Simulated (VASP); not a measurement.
Wanted: the native input for a VASP 6.6.1 run.

```yaml
Task: single point
Functional: PBE
Dispersion: D3(BJ)
Potentials_or_basis: VASP PAW PBE potentials, release 64 (Cu)
Cutoff: 520 eV
k_mesh: 4 × 4 × 1
Occupations: gaussian, width 0.1 eV
Spin: no spin polarisation
Dipole_correction: yes
Further_INCAR_settings: LREAL = Auto; ALGO = Normal; EDIFF = 1e-07; NBANDS = 102
```

The structure of Cu lies in POSCAR:

```
Cu
1.0
    5.0393684365      0.0000000000      0.0000000000
    0.0000000000      5.0393684365      0.0000000000
    0.0000000000      0.0000000000     23.3450573915
Cu
16
Direct
    0.2500000000      0.2500000000      0.3426849575
    0.2500000000      0.7500000000      0.3426849575
    0.7500000000      0.2500000000      0.3426849575
    0.7500000000      0.7500000000      0.3426849575
    0.5000000000      0.5000000000      0.4190045727
    0.5000000000      0.0000000000      0.4190045727
    0.0000000000      0.5000000000      0.4190045727
    0.0000000000      0.0000000000      0.4190045727
    0.7527011620      0.7521988441      0.4968956916
    0.7525282436      0.2474474963      0.4972616613
    0.2475006031      0.7524966209      0.4968498901
    0.2478083308      0.2472858433      0.4968946567
   -0.0005252866      0.0005259526      0.5775542346
    0.0021062091      0.5014534169      0.5714309170
    0.4984406391     -0.0021024720      0.5714538651
    0.5004056837      0.4996293153      0.5710448283
```

The input as run:

INCAR

```
SYSTEM = Cu
PREC = Accurate
ENCUT = 520
EDIFF = 1E-7
ISMEAR = 0
SIGMA = 0.1
LREAL = Auto
LASPH = .True.
NELM = 60
ALGO = Normal
ISIF = 2
LWAVE = .False.
LCHARG = .True.
LDIPOL = .True.
IDIPOL = 3
DIPOL = 0.5 0.5 0.458
GGA = PE
IVDW = 12
LELF = .True.
LVHAR = .True.
LVACPOTAV = .True.
NBANDS = 102
```

KPOINTS

```
regular mesh
0
Gamma
  4 4 1
  0 0 0
```

Potentials or basis: VASP PAW PBE potentials, release 64 (Cu).

The run is started by

```bash
$ cat potpaw_PBE.64/Cu/POTCAR > POTCAR
$ mpirun -np 1 vasp_std > vasp.out
```

It gave:

```yaml
Largest_force: 0.410 eV/Å
Band_gap_on_the_k_mesh: zero (bands 88 and 89 overlap by 0.92 eV)
Dispersion_energy_per_atom: -0.418 eV
```

It took 21 min on 1 thread of Intel(R) Xeon(R) 6975P-C (Granite Rapids), on a shared host, peak memory 0.78 GiB.
